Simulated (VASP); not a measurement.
Here is a VASP 6.6.1 calculation.

INCAR

```
SYSTEM = Y
ALGO     = Normal         ! electronic algorithm
EDIFF    = 1E-6           ! SCF threshold, eV
ENCUT    = 520            ! plane-wave cutoff, eV
GGA      = PS             ! functional
ISIF     = 2              ! what is computed and relaxed
ISMEAR   = -1             ! smearing method
LASPH    = .TRUE.         ! aspherical terms in the spheres
LCHARG   = .FALSE.        ! write CHGCAR
LREAL    = .FALSE.        ! projectors in reciprocal space
LWAVE    = .FALSE.        ! write WAVECAR
NBANDS   = 30             ! bands
NELM     = 100            ! most SCF steps
PREC     = Accurate       ! precision mode
SIGMA    = 0.05           ! smearing width, eV
```

The input KPOINTS:

```
k-points
0
G
  8 8 3
  0 0 0
```

POSCAR

```
Y
1.0
    3.4817967171      0.0000000000      0.0000000000
   -1.7408983586      3.0153244079      0.0000000000
    0.0000000000      0.0000000000     11.2395337444
Y
4
Direct
    0.6666666667      0.3333333333      0.7500000000
    0.0000000000      0.0000000000      0.5000000000
    0.3333333333      0.6666666667      0.2500000000
    0.0000000000      0.0000000000      0.0000000000
```

Potentials or basis: VASP PAW PBE potentials, release 64 (Y_sv).

Command:

```sh
$ cat potpaw_PBE.64/Y_sv/POTCAR > POTCAR
$ mpirun -np 1 vasp_std > vasp.out
```

Problem. What does it give for the band gap on the k mesh?

Solution. Zero (bands 22 and 23 overlap by 1.18 eV).

Problem. What does it give for the pressure?

Solution. 1.9 GPa.

Caveat: the PAW data sets were made with another functional, which shifts forces and pressure a little.
